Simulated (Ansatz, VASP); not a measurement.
**SnSe: VASP beside Ansatz**

Contents of INCAR:

```
SYSTEM = SnSe
  PREC = Accurate
  ENCUT = 520
  EDIFF = 1E-8
  ISMEAR = -1
  SIGMA = 0.05
  LREAL = .FALSE.
  LASPH = .TRUE.
  NELM = 60
  ALGO = Normal
  ISIF = 2
  LWAVE = .FALSE.
  LCHARG = .FALSE.
  GGA = PS
  LEFG = .TRUE.
  NBANDS = 17
```

KPOINTS

```
regular mesh
0
G
  10 10 10
  0 0 0
```

The input POSCAR:

```
SnSe
1.0
    0.0000000000      2.6729761406      2.6729761406
    2.6729761406      0.0000000000      2.6729761406
    2.6729761406      2.6729761406      0.0000000000
Sn Se
1 1
Direct
    0.0000000000      0.0000000000      0.0000000000
    0.5000000000      0.5000000000      0.5000000000
```

Input for Ansatz:

```yaml
crystal:
  lattice:
    - [0.0, 2.6729761406, 2.6729761406]
    - [2.6729761406, 0.0, 2.6729761406]
    - [2.6729761406, 2.6729761406, 0.0]
  atoms:
    - { symbol: Sn, position: [0.0, 0.0, 0.0] }
    - { symbol: Se, position: [0.5, 0.5, 0.5] }
kpoints:
  mp_grid: { grid: [10, 10, 10] }
scf:
  occupations: { method: fermi_dirac, width: 0.05 }
hamiltonian:
  xc: pbesol
  pseudopotentials: { kind: all_electron, datasets: crystal }
output:
  forces: true
  stress: true
  eigenvalues: true
  efg: { contact_densities: true }
```

Change from the starting cell: volume scaled by 0.7, crystal datasets.

Alike in both runs: task electric field gradients; functional PBEsol; k mesh 10 × 10 × 10; occupations fermi-dirac, width 0.05 eV; no spin polarisation.

|  | VASP | Ansatz |
| --- | --- | --- |
| version | VASP 6.6.1 | Ansatz 0.2.0 |
| potentials or method | VASP PAW PBE potentials, release 64 (Sn_d, Se), cutoff 520 eV | all-electron PAW with datasets made for the crystal, scalar-relativistic |

|  | VASP | Ansatz | Ansatz less VASP |
| --- | --- | --- | --- |
| pressure (GPa) | 35.6 | 35.4 | -0.24 |

VASP's potentials were made for PBE, not for PBEsol. Both programs put the cell under a high pressure, so it lies far from rest at this level. Ansatz ran all-electron here, and VASP with PAW potentials.
